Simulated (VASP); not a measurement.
# HfN (Pm-3m) in VASP: notebook

HfN is run at these levels: PBE; tasks: single point, relaxation of cell and atoms.

Everything below comes from runs of VASP 6.6.1. Logs are shortened: lines on timing, memory, paths and dates and some standing lists are left out, and cuts for length are marked.

**1. The cell of the first run**

Symmetry: Pm-3m, No. 221, cubic system. The conventional cell has a = 2.825 Å, b = 2.825 Å, c = 2.825 Å, α = 90.00°, β = 90.00°, γ = 90.00°. Hf (site symmetry m-3m) has 8 N at 2.45 Å and 6 Hf at 2.83 Å within 3.2 Å. Within 3.2 Å of N (site symmetry m-3m) lie 8 Hf at 2.45 Å and 6 N at 2.83 Å.

**2. Single point, PBE**

Input file INCAR:

```
SYSTEM = HfN
PREC = Accurate
ENCUT = 520
EDIFF = 1E-6
ISMEAR = 0
SIGMA = 0.1
LREAL = .FALSE.
LASPH = .TRUE.
NELM = 100
ALGO = Normal
ISIF = 2
LWAVE = .FALSE.
LCHARG = .FALSE.
GGA = PE
NBANDS = 14
```

Input file KPOINTS:

```
regular mesh
0
G
  20 20 20
  0 0 0
```

Input file POSCAR:

```
HfN
1.0
    2.8250259194      0.0000000000      0.0000000000
    0.0000000000      2.8250259194      0.0000000000
    0.0000000000      0.0000000000      2.8250259194
Hf N
1 1
Direct
    0.0000000000      0.0000000000      0.0000000000
    0.5000000000      0.5000000000      0.5000000000
```

Potentials or basis: VASP PAW PBE potentials, release 64 (Hf_pv, N).

Command:

```sh
cat potpaw_PBE.64/Hf_pv/POTCAR potpaw_PBE.64/N/POTCAR > POTCAR
mpirun -np 1 vasp_std > vasp.out
```

OUTCAR:

```text
SYSTEM = HfN
   PREC = Accurate
   ENCUT = 520
   EDIFF = 1E-6
   ISMEAR = 0
   LREAL = .FALSE.
   LASPH = .TRUE.
   NELM = 100
   ISIF = 2
   GGA = PE

 ion  position               nearest neighbor table
   1  0.000  0.000  0.000-   2 2.45   2 2.45   2 2.45   2 2.45   2 2.45   2 2.45   2 2.45   2 2.45

   2  0.500  0.500  0.500-   1 2.45   1 2.45   1 2.45   1 2.45   1 2.45   1 2.45   1 2.45   1 2.45

  LATTYP: Found a simple cubic cell.
 ALAT       =     2.8250259194

  Lattice vectors:

 A1 = (   2.8250259194,   0.0000000000,   0.0000000000)
 A2 = (   0.0000000000,   2.8250259194,   0.0000000000)
 A3 = (   0.0000000000,   0.0000000000,   2.8250259194)

Analysis of symmetry for initial positions (statically):
=====================================================================
 Subroutine PRICEL returns:
 Original cell was already a primitive cell.

 Routine SETGRP: Setting up the symmetry group for a
 simple cubic supercell.

 Subroutine GETGRP returns: Found 48 space group operations
 (whereof 48 operations were pure point group operations)
 out of a pool of 48 trial point group operations.

The static configuration has the point symmetry O_h .

Analysis of symmetry for dynamics (positions and initial velocities):
=====================================================================
 Subroutine PRICEL returns:
 Original cell was already a primitive cell.

 Routine SETGRP: Setting up the symmetry group for a
 simple cubic supercell.

 Subroutine GETGRP returns: Found 48 space group operations
 (whereof 48 operations were pure point group operations)
 out of a pool of 48 trial point group operations.

The dynamic configuration has the point symmetry O_h .

 Subroutine INISYM returns: Found 48 space group operations
 (whereof 48 operations are pure point group operations),
 and found     1 'primitive' translations

----------------------------------------------------------------------------------------

                                     Primitive cell

  volume of cell :      22.5459

  direct lattice vectors                    reciprocal lattice vectors
     2.825025919  0.000000000  0.000000000     0.353979053  0.000000000  0.000000000
     0.000000000  2.825025919  0.000000000     0.000000000  0.353979053  0.000000000
     0.000000000  0.000000000  2.825025919     0.000000000  0.000000000  0.353979053

  length of vectors
     2.825025919  2.825025919  2.825025919     0.353979053  0.353979053  0.353979053

  position of ions in fractional coordinates (direct lattice)
[... 91 lines left out ...]
   NUPDOWN=      -1.0000    fix difference up-down
   EMIN   =  10.00;   EMAX   =-10.00  energy-range for DOS
   EFERMI =   0.00;   METHOD = LEGACY
   ISMEAR =     0;   SIGMA  =   0.10  broadening in eV -4-tet -1-fermi 0-gaus
   EFERMI_NEDOS =   21; number of points for ismear=-14 and -15
   IALGO  =     38    algorithm
   IMIX   =      4    mixing-type and parameters
     AMIX     =   0.40;   BMIX     =  1.00
     AMIX_MAG =   1.60;   BMIX_MAG =  1.00
  volume/ion in A,a.u.               =      11.27        76.07
  Fermi-wavevector in a.u.,A,eV,Ry     =   1.429166  2.700733 27.790128  2.042517
  Thomas-Fermi vector in A             =   2.549149
   LORBIT       =      0    0 simple, 1 ext, 2 COOP (PROOUT), +10 PAW based schemes
   GGA     = PE    functional components
   LHFCALC =     F    Hartree Fock is set to
   AEXX    =    0.0000 exact exchange contribution
   IVDW    =     0    specifies the selected vdW correction
   LEPSILON=     F    determine dielectric tensor
   LRPA    =     F    only Hartree local field effects (RPA)
 non-spin polarized calculation
 Gauss-broadening in eV      SIGMA  =   0.10
  energy-cutoff  :      520.00
  volume of cell :       22.55
 maximum number of plane-waves:       627
 NGX is ok and might be reduce to    24
   NGX = 11   NGY = 11   NGZ = 11

 number of electron      15.0000000 magnetization

 Free energy of the ion-electron system (eV)
  ---------------------------------------------------
  ext. energy  EPLUGINS =         0.00000000
  ---------------------------------------------------
  free energy    TOTEN  =       -19.76934124 eV

  energy without entropy =      -19.76294028  energy(sigma->0) =      -19.76614076

 E-fermi :   7.3660     XC(G=0): -12.9304

 val. band max:        7.3634528200   @ k =   0.4000   0.1500   0.1500
 cond. band min:       7.3678677257   @ k =   0.3500   0.2500   0.0500
 fundamental gap:      0.0044149058
 Fermi energy:         7.3659986318

 k-point     1 :       0.0000    0.0000    0.0000
  band No.  band energies     occupation
      1     -22.7699      2.00000
      2     -22.7699      2.00000
      3     -22.7699      2.00000
      4      -8.7074      2.00000
      5       5.0117      2.00000
      6       5.0117      2.00000
      7       6.3328      2.00000
      8       6.3328      2.00000
      9       6.3328      2.00000
     10      10.7332      0.00000
     11      13.7717      0.00000
     12      13.7717      0.00000
     13      13.7717      0.00000
     14      20.4471      0.00000
[... 377 lines left out ...]
      1     -23.2458      2.00000
      2     -22.8586      2.00000
      3     -22.7138      2.00000
      4      -7.8571      2.00000
      5       3.0442      2.00000
      6       4.7156      2.00000
      7       5.7548      2.00000
      8       6.2055      2.00000
      9       8.3636      0.00000
     10      12.2356      0.00000
     11      13.1175      0.00000
     12      14.5156      0.00000
     13      14.5890      0.00000
     14      20.4468      0.00000

 [... further k-points ...]

------------------------ aborting loop because EDIFF is reached ----------------------------------------

  FORCE on cell =-STRESS in cart. coord.  units (eV):
  Direction    XX          YY          ZZ          XY          YZ          ZX
  --------------------------------------------------------------------------------------
  -------------------------------------------------------------------------------------
  Total       -0.3679271     -0.3679271     -0.3679271     -0.0000000      0.0000000     -0.0000000
  in kB      -26.1459855    -26.1459855    -26.1459855     -0.0000000      0.0000000     -0.0000000
  external PRESSURE =     -26.1459855 kB  Pullay stress =       0.0000000 kB

 VOLUME and BASIS-vectors are now :
 -----------------------------------------------------------------------------
  energy-cutoff  :      520.00
  volume of cell :       22.55
      direct lattice vectors                 reciprocal lattice vectors
     2.825025919  0.000000000  0.000000000     0.353979053  0.000000000  0.000000000
     0.000000000  2.825025919  0.000000000     0.000000000  0.353979053  0.000000000
     0.000000000  0.000000000  2.825025919     0.000000000  0.000000000  0.353979053

 POSITION                                       TOTAL-FORCE (eV/Angst)
 -----------------------------------------------------------------------------------
      0.00000      0.00000      0.00000         0.000000      0.000000      0.000000
      1.41251      1.41251      1.41251         0.000000      0.000000      0.000000
 -----------------------------------------------------------------------------------
    total drift:                                0.000000      0.000000     -0.000000

  FREE ENERGIE OF THE ION-ELECTRON SYSTEM (eV)
  ---------------------------------------------------
  free  energy   TOTEN  =       -19.7693412416 eV

  energy  without entropy=      -19.7629402777  energy(sigma->0) =      -19.76614076
```

OSZICAR:

```text
N       E                     dE             d eps       ncg     rms          rms(c)
DAV:   1     0.383805759558E+02    0.38381E+02   -0.77684E+03  8040   0.101E+03
DAV:   2    -0.206118008552E+02   -0.58992E+02   -0.54953E+02 10614   0.234E+02
DAV:   3    -0.224818210183E+02   -0.18700E+01   -0.18607E+01  9144   0.340E+01
DAV:   4    -0.224883628314E+02   -0.65418E-02   -0.65409E-02 10216   0.232E+00
DAV:   5    -0.224884040027E+02   -0.41171E-04   -0.41171E-04  9256   0.150E-01    0.388E+01
DAV:   6    -0.198955676771E+02    0.25928E+01   -0.51982E+00  9124   0.197E+01    0.356E+01
DAV:   7    -0.198057237817E+02    0.89844E-01   -0.48629E-01  9214   0.571E+00    0.241E+01
DAV:   8    -0.197796155574E+02    0.26108E-01   -0.21065E-01  9280   0.352E+00    0.668E+00
DAV:   9    -0.197693894862E+02    0.10226E-01   -0.27264E-02  8930   0.126E+00    0.158E+00
DAV:  10    -0.197693619665E+02    0.27520E-04   -0.88279E-04 10082   0.273E-01    0.296E-01
DAV:  11    -0.197693398051E+02    0.22161E-04   -0.43671E-05  9370   0.686E-02    0.303E-02
DAV:  12    -0.197693412737E+02   -0.14686E-05   -0.32689E-06  9272   0.160E-02    0.241E-03
DAV:  13    -0.197693412416E+02    0.32114E-07   -0.16511E-08  5462   0.122E-03
   1 F= -.19769341E+02 E0= -.19766141E+02  d E =-.640096E-02
```

Run time: 37 s. Hardware: 1 thread of Intel Xeon Platinum 8488C (Sapphire Rapids), shared host; peak memory 0.21 GiB.

What came out:

```
Free energy : -19.7693 eV
Pressure    : -2.6 GPa
```

Caveat: spin-orbit coupling is left out, which moves the levels of the heavy elements.

**3. Single point, PBE**

Input file INCAR:

```
PREC = Accurate
ENCUT = 520
EDIFF = 1E-7
ISMEAR = 0
SIGMA = 0.1
LREAL = F
LASPH = T
NELM = 60
ALGO = Normal
ISIF = 2
LWAVE = F
LCHARG = F
GGA = PE
NBANDS = 14
```

Input file KPOINTS:

```
Automatic mesh
0
Gamma
  20 20 20
```

POSCAR is that of step 2.

Potentials or basis: VASP PAW PBE potentials, release 64 (Hf_pv, N).

Command:

```sh
cat potpaw_PBE.64/Hf_pv/POTCAR potpaw_PBE.64/N/POTCAR > POTCAR
mpirun -np 1 vasp_std > vasp.out
```

Wall time 37 s (1 thread of Intel Xeon Platinum 8488C (Sapphire Rapids), shared host); peak memory 0.22 GiB.

It converged, with:

- Free energy: -19.7693 eV
- Pressure: -2.6 GPa

Levels at points of the mesh, in eV from the Fermi level:
```tsv
k point	band 5	band 6	band 7	band 8	band 9	band 10	band 11	band 12
(0.00, 0.00, 0.00)	-2.35	-2.35	-1.03	-1.03	-1.03	3.37	6.41	6.41
(0.50, 0.00, 0.00)	-7.66	-2.58	-2.58	-1.14	5.73	7.01	7.17	7.17
(0.50, 0.50, 0.00)	-3.94	-3.94	-1.36	-0.48	2.65	3.15	3.15	9.23
(0.50, 0.50, 0.50)	-6.71	-6.71	-6.71	7.83	7.83	7.83	9.54	9.54
```

Caveat: spin-orbit coupling is left out, which moves the levels of the heavy elements.

**4. Relaxation of cell and atoms, PBE**

This run uses another cell than the first one, of 11.30 Å³/atom, 1.003 times its volume.

Input file INCAR:

```
ALGO     = Normal         # electronic algorithm
EDIFF    = 1E-7           # SCF threshold, eV
EDIFFG   = -0.01          # ionic threshold
ENCUT    = 600            # plane-wave cutoff, eV
GGA      = PE             # functional
IBRION   = 2              # ionic algorithm
ISIF     = 3              # what is computed and relaxed
ISMEAR   = 0              # smearing method
LASPH    = True           # aspherical terms in the spheres
LCHARG   = False          # write CHGCAR
LREAL    = False          # projectors in reciprocal space
LWAVE    = False          # write WAVECAR
NELM     = 60             # most SCF steps
NSW      = 100            # ionic steps
PREC     = Accurate       # precision mode
SIGMA    = 0.1            # smearing width, eV
```

Input file KPOINTS:

```
k-points
0
Gamma
  20 20 20
```

Input file POSCAR:

```
HfN
1.0
    2.8275755233      0.0000000000      0.0000000000
    0.0000000000      2.8275755233      0.0000000000
    0.0000000000      0.0000000000      2.8275755233
Hf N
1 1
Direct
    0.0000000000      0.0000000000      0.0000000000
    0.5000000000      0.5000000000      0.5000000000
```

Command:

```sh
cat potpaw_PBE.64/Hf_pv/POTCAR potpaw_PBE.64/N/POTCAR > POTCAR
mpirun -np 1 vasp_std > vasp.out
```

It took 76 s on 1 thread of Intel Xeon Platinum 8488C (Sapphire Rapids), shared host; peak memory 0.23 GiB.

Results (log left out):

| Quantity | Value |
| --- | --- |
| Free energy | -19.7737 eV |
| Relaxed volume | 11.14 Å³/atom |
| Relaxed cell | a = 2.814 Å, b = 2.814 Å, c = 2.814 Å, α = 90.00°, β = 90.00°, γ = 90.00° |
| Space group after relaxing (to 0.05 Å) | Pm-3m (No. 221) |
| Energy gained by relaxing | 1.7 meV/atom |
| Ionic steps | 3 |
| Pressure after relaxing | 0.0 GPa |

Step by step:
```csv
step,energy change (eV),largest force (eV/Å),pressure (GPa),volume (Å³)
1,0.0000,0.0000,-3.34,22.61
2,0.0032,0.0000,4.93,21.84
3,-0.0034,0.0000,-0.01,22.28
```

Final structure:
```cif
data_structure
_symmetry_space_group_name_H-M 'P 1'
_symmetry_Int_Tables_number 1
_cell_length_a 2.8140
_cell_length_b 2.8140
_cell_length_c 2.8140
_cell_angle_alpha 90.000
_cell_angle_beta 90.000
_cell_angle_gamma 90.000
_cell_volume 22.28
loop_
_atom_site_label
_atom_site_type_symbol
_atom_site_fract_x
_atom_site_fract_y
_atom_site_fract_z
_atom_site_occupancy
Hf1 Hf 0.00000 0.00000 0.00000 1
N1 N 0.50000 0.50000 0.50000 1
```

Levels at points of the mesh, in eV from the Fermi level:
| k point | band 5 | band 6 | band 7 | band 8 | band 9 | band 10 | band 11 |
| --- | --- | --- | --- | --- | --- | --- | --- |
| (0.00, 0.00, 0.00) | -2.40 | -2.40 | -1.04 | -1.04 | -1.04 | 3.52 | 6.49 |
| (0.50, 0.00, 0.00) | -7.73 | -2.61 | -2.61 | -1.16 | 5.81 | 7.11 | 7.26 |
| (0.50, 0.50, 0.00) | -3.96 | -3.96 | -1.37 | -0.49 | 2.71 | 3.17 | 3.17 |
| (0.50, 0.50, 0.50) | -6.80 | -6.80 | -6.80 | 7.94 | 7.94 | 7.94 | 9.68 |

Caveat: spin-orbit coupling is left out, which moves the levels of the heavy elements.
